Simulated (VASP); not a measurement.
# C in VASP: notebook, part 2 of 2

VASP 6.6.1. Earlier steps stand in the parts before.

## 3. Electric field gradients, PBE

Contents of INCAR:

```
SYSTEM = C
ALGO = Normal
EDIFF = 1E-8
ENCUT = 520
GGA = PE
ISIF = 2
ISMEAR = -1
LASPH = .TRUE.
LCHARG = .FALSE.
LEFG = .TRUE.
LREAL = .FALSE.
LWAVE = .FALSE.
NBANDS = 11
NELM = 80
PREC = Accurate
SIGMA = 0.05
```

Contents of KPOINTS:

```
k-points
0
G
  13 13 13
  0 0 0
```

Contents of POSCAR:

```
C
1.0
    0.0000000000      2.0103628793      2.0103628793
    2.0103628793      0.0000000000      2.0103628793
    2.0103628793      2.0103628793      0.0000000000
C
2
Direct
   -0.1250000000     -0.1250000000     -0.1250000000
    0.1250000000      0.1250000000      0.1250000000
```

Potentials or basis: VASP PAW PBE potentials, release 64 (C).

The run is started by

```console
cat potpaw_PBE.64/C/POTCAR > POTCAR
mpirun -np 1 vasp_std > vasp.out
```

OUTCAR:

```text
SYSTEM = C
   EDIFF = 1E-8
   ENCUT = 520
   GGA = PE
   ISIF = 2
   ISMEAR = -1
   LASPH = .TRUE.
   LREAL = .FALSE.
   NELM = 80
   PREC = Accurate

 ion  position               nearest neighbor table
   1  0.875  0.875  0.875-   2 1.74   2 1.74   2 1.74   2 1.74
   2  0.125  0.125  0.125-   1 1.74   1 1.74   1 1.74   1 1.74

  LATTYP: Found a face centered cubic cell.
 ALAT       =     4.0207257586

  Lattice vectors:

 A1 = (   0.0000000000,   2.0103628793,   2.0103628793)
 A2 = (   2.0103628793,   0.0000000000,   2.0103628793)
 A3 = (   2.0103628793,   2.0103628793,   0.0000000000)

Analysis of symmetry for initial positions (statically):
=====================================================================
 Subroutine PRICEL returns:
 Original cell was already a primitive cell.

 Routine SETGRP: Setting up the symmetry group for a
 face centered cubic supercell.

 Subroutine GETGRP returns: Found 48 space group operations
[... 525 lines left out ...]
  volume of cell :       16.25
      direct lattice vectors                 reciprocal lattice vectors
     0.000000000  2.010362879  2.010362879    -0.248711317  0.248711317  0.248711317
     2.010362879  0.000000000  2.010362879     0.248711317 -0.248711317  0.248711317
     2.010362879  2.010362879  0.000000000     0.248711317  0.248711317 -0.248711317

 POSITION                                       TOTAL-FORCE (eV/Angst)
 -----------------------------------------------------------------------------------
      3.51814      3.51814      3.51814         0.000000     -0.000000     -0.000000
      0.50259      0.50259      0.50259        -0.000000      0.000000      0.000000
 -----------------------------------------------------------------------------------
    total drift:                                0.000000      0.000000      0.000000

  FREE ENERGIE OF THE ION-ELECTRON SYSTEM (eV)
  ---------------------------------------------------
  free  energy   TOTEN  =       -16.6268059554 eV

  energy  without entropy=      -16.6268059553  energy(sigma->0) =      -16.62680596

 Electric field gradients (V/A^2)
---------------------------------------------------------------------
 ion       V_xx      V_yy      V_zz      V_xy      V_xz      V_yz
---------------------------------------------------------------------
   1      -0.000    -0.000    -0.000    -0.000    -0.000    -0.000
   2       0.000    -0.000    -0.000    -0.000    -0.000    -0.000
---------------------------------------------------------------------

 Electric field gradients after diagonalization (V/A^2)
 (convention: |V_zz| > |V_xx| > |V_yy|)
----------------------------------------------------------------------
 ion       V_xx      V_yy      V_zz     asymmetry (V_yy - V_xx)/ V_zz
----------------------------------------------------------------------
   1       0.000     0.000    -0.000       0.000
   2       0.000     0.000    -0.000       0.000
----------------------------------------------------------------------

           NMR quadrupolar parameters

 Cq : quadrupolar parameter    Cq=e*Q*V_zz/h
 eta: asymmetry parameters     (V_yy - V_xx)/ V_zz
 Q  : nuclear electric quadrupole moment in mb (millibarn)
----------------------------------------------------------------------
 ion       Cq(MHz)       eta       Q (mb)
----------------------------------------------------------------------
   1      -0.000       0.000       1.000
   2      -0.000       0.000       1.000
----------------------------------------------------------------------
```

OSZICAR:

```text
N       E                     dE             d eps       ncg     rms          rms(c)
DAV:   1     0.650836290954E+00    0.65084E+00   -0.41238E+03  1864   0.656E+02
DAV:   2    -0.163811397194E+02   -0.17032E+02   -0.16616E+02  2679   0.112E+02
DAV:   3    -0.167719086784E+02   -0.39077E+00   -0.38927E+00  2162   0.131E+01
DAV:   4    -0.167730062355E+02   -0.10976E-02   -0.10975E-02  1989   0.874E-01
DAV:   5    -0.167730084087E+02   -0.21732E-05   -0.21732E-05  2174   0.375E-02    0.346E+00
DAV:   6    -0.166624025065E+02    0.11061E+00   -0.62634E-02  1899   0.163E+00    0.209E+00
DAV:   7    -0.166257433053E+02    0.36659E-01   -0.92756E-02  1991   0.201E+00    0.305E-01
DAV:   8    -0.166267152712E+02   -0.97197E-03   -0.27900E-03  1937   0.371E-01    0.369E-02
DAV:   9    -0.166267919398E+02   -0.76669E-04   -0.81973E-05  2194   0.715E-02    0.200E-02
DAV:  10    -0.166268060346E+02   -0.14095E-04   -0.16670E-05  1959   0.310E-02    0.344E-03
DAV:  11    -0.166268060360E+02   -0.14156E-08   -0.23919E-07  2211   0.391E-03    0.781E-04
DAV:  12    -0.166268059540E+02    0.81994E-07   -0.39500E-08  1946   0.176E-03    0.189E-04
DAV:  13    -0.166268059554E+02   -0.13794E-08   -0.84309E-10  1275   0.227E-04
   1 F= -.16626806E+02 E0= -.16626806E+02  d E =-.933669E-10
```

stdout:

```text
POSCAR found type information on POSCAR C
 POSCAR found :  1 types and       2 ions
 scaLAPACK will be used
 LDA part: xc-table for (Slater+PW92), standard interpolation
 POSCAR, INCAR and KPOINTS ok, starting setup
 FFT: planning ... GRIDC
 FFT: planning ... GRID_SOFT
 FFT: planning ... GRID
 WAVECAR not read
 entering main loop
ion   1

ion   2
```

Run time: 35 s. Hardware: 1 thread of AMD EPYC 7R13, shared host; peak memory 0.1 GiB.

Results:

| Quantity | Value |
| --- | --- |
| Free energy | -16.6268 eV |
| Pressure | -77.2 GPa |
| Band gap on the k mesh | 3.39 eV, indirect (least direct gap 4.62 eV) |

Caveat: without QUAD_EFG the Cq values of the log hold for a quadrupole moment of 1 mb, not for the nuclei. A k mesh can miss the band edges.

## 4. Electric field gradients, PBE (shortest bond scaled by 0.94)

Contents of INCAR:

```
SYSTEM = C
ALGO     = Normal         ! electronic algorithm
EDIFF    = 1E-8           ! SCF threshold, eV
ENCUT    = 520            ! plane-wave cutoff, eV
GGA      = PE             ! functional
ISIF     = 2              ! what is computed and relaxed
ISMEAR   = -1             ! smearing method
LASPH    = .TRUE.         ! aspherical terms in the spheres
LCHARG   = .FALSE.        ! write CHGCAR
LEFG     = .TRUE.       
LREAL    = .FALSE.        ! projectors in reciprocal space
LWAVE    = .FALSE.        ! write WAVECAR
NBANDS   = 11             ! bands
NELM     = 60             ! most SCF steps
PREC     = Accurate       ! precision mode
SIGMA    = 0.05           ! smearing width, eV
```

KPOINTS is that of step 3.

Contents of POSCAR:

```
C
1.0
    0.0000000000      2.0103628793      2.0103628793
    2.0103628793      0.0000000000      2.0103628793
    2.0103628793      2.0103628793      0.0000000000
C
2
Direct
   -0.1475000000     -0.1175000000     -0.1175000000
    0.1475000000      0.1175000000      0.1175000000
```

Potentials or basis: VASP PAW PBE potentials, release 64 (C).

The run is started by

```console
cat potpaw_PBE.64/C/POTCAR > POTCAR
mpirun -np 1 vasp_std > vasp.out
```

OUTCAR:

```text
SYSTEM = C
   EDIFF = 1E-8
   ENCUT = 520
   GGA = PE
   ISIF = 2
   ISMEAR = -1
   LASPH = .TRUE.
   LREAL = .FALSE.
   NELM = 60
   PREC = Accurate

 ion  position               nearest neighbor table
   1  0.852  0.883  0.883-   2 1.64   2 1.78   2 1.78   2 1.78
   2  0.148  0.117  0.117-   1 1.64   1 1.78   1 1.78   1 1.78

  LATTYP: Found a face centered cubic cell.
 ALAT       =     4.0207257586

  Lattice vectors:

 A1 = (   0.0000000000,   2.0103628793,   2.0103628793)
 A2 = (   2.0103628793,   0.0000000000,   2.0103628793)
 A3 = (   2.0103628793,   2.0103628793,   0.0000000000)

Analysis of symmetry for initial positions (statically):
=====================================================================
 Subroutine PRICEL returns:
 Original cell was already a primitive cell.

 Routine SETGRP: Setting up the symmetry group for a
 face centered cubic supercell.

 Subroutine GETGRP returns: Found 12 space group operations
[... 525 lines left out ...]
  volume of cell :       16.25
      direct lattice vectors                 reciprocal lattice vectors
     0.000000000  2.010362879  2.010362879    -0.248711317  0.248711317  0.248711317
     2.010362879  0.000000000  2.010362879     0.248711317 -0.248711317  0.248711317
     2.010362879  2.010362879  0.000000000     0.248711317  0.248711317 -0.248711317

 POSITION                                       TOTAL-FORCE (eV/Angst)
 -----------------------------------------------------------------------------------
      3.54829      3.48798      3.48798        -1.208794      1.208794      1.208794
      0.47244      0.53275      0.53275         1.208794     -1.208794     -1.208794
 -----------------------------------------------------------------------------------
    total drift:                               -0.000000     -0.000000     -0.000000

  FREE ENERGIE OF THE ION-ELECTRON SYSTEM (eV)
  ---------------------------------------------------
  free  energy   TOTEN  =       -16.5208756505 eV

  energy  without entropy=      -16.5208756505  energy(sigma->0) =      -16.52087565

 Electric field gradients (V/A^2)
---------------------------------------------------------------------
 ion       V_xx      V_yy      V_zz      V_xy      V_xz      V_yz
---------------------------------------------------------------------
   1      -0.000     0.000     0.000     1.819     1.819    -1.820
   2      -0.000     0.000     0.000     1.819     1.819    -1.820
---------------------------------------------------------------------

 Electric field gradients after diagonalization (V/A^2)
 (convention: |V_zz| > |V_xx| > |V_yy|)
----------------------------------------------------------------------
 ion       V_xx      V_yy      V_zz     asymmetry (V_yy - V_xx)/ V_zz
----------------------------------------------------------------------
   1       1.820     1.819    -3.639       0.000
   2       1.820     1.819    -3.639       0.000
----------------------------------------------------------------------

           NMR quadrupolar parameters

 Cq : quadrupolar parameter    Cq=e*Q*V_zz/h
 eta: asymmetry parameters     (V_yy - V_xx)/ V_zz
 Q  : nuclear electric quadrupole moment in mb (millibarn)
----------------------------------------------------------------------
 ion       Cq(MHz)       eta       Q (mb)
----------------------------------------------------------------------
   1      -0.009       0.000       1.000
   2      -0.009       0.000       1.000
----------------------------------------------------------------------
```

stdout:

```text
POSCAR found type information on POSCAR C
 POSCAR found :  1 types and       2 ions
 scaLAPACK will be used
 LDA part: xc-table for (Slater+PW92), standard interpolation
 POSCAR, INCAR and KPOINTS ok, starting setup
 FFT: planning ... GRIDC
 FFT: planning ... GRID_SOFT
 FFT: planning ... GRID
 WAVECAR not read
 entering main loop
ion   1

ion   2
```

It took 77 s on 1 thread of AMD EPYC 7R13, shared host; peak memory 0.12 GiB.

What came out:

```yaml
Free_energy: -16.5209 eV
Pressure: -75.6 GPa
Largest_force: 2.094 eV/Å
Band_gap_on_the_k_mesh: 2.52 eV, indirect (least direct gap 3.25 eV)
```

Forces in eV/Å, atoms in the order of the input:
```
C   -1.209  1.209  1.209
C    1.209 -1.209 -1.209
```

Electric field gradients, principal values (V/Å²):
| atom | least | middle | greatest (by size) |
| --- | --- | --- | --- |
| 1 C | 1.819 | 1.820 | -3.639 |
| 2 C | 1.819 | 1.820 | -3.639 |

Caveat: the cell differs from its parent crystal (shortest bond scaled by 0.94); without QUAD_EFG the Cq values of the log hold for a quadrupole moment of 1 mb, not for the nuclei; forces of over 1 eV/Å act on the atoms, so gaps and moduli don't describe the material at rest. A k mesh can miss the band edges.
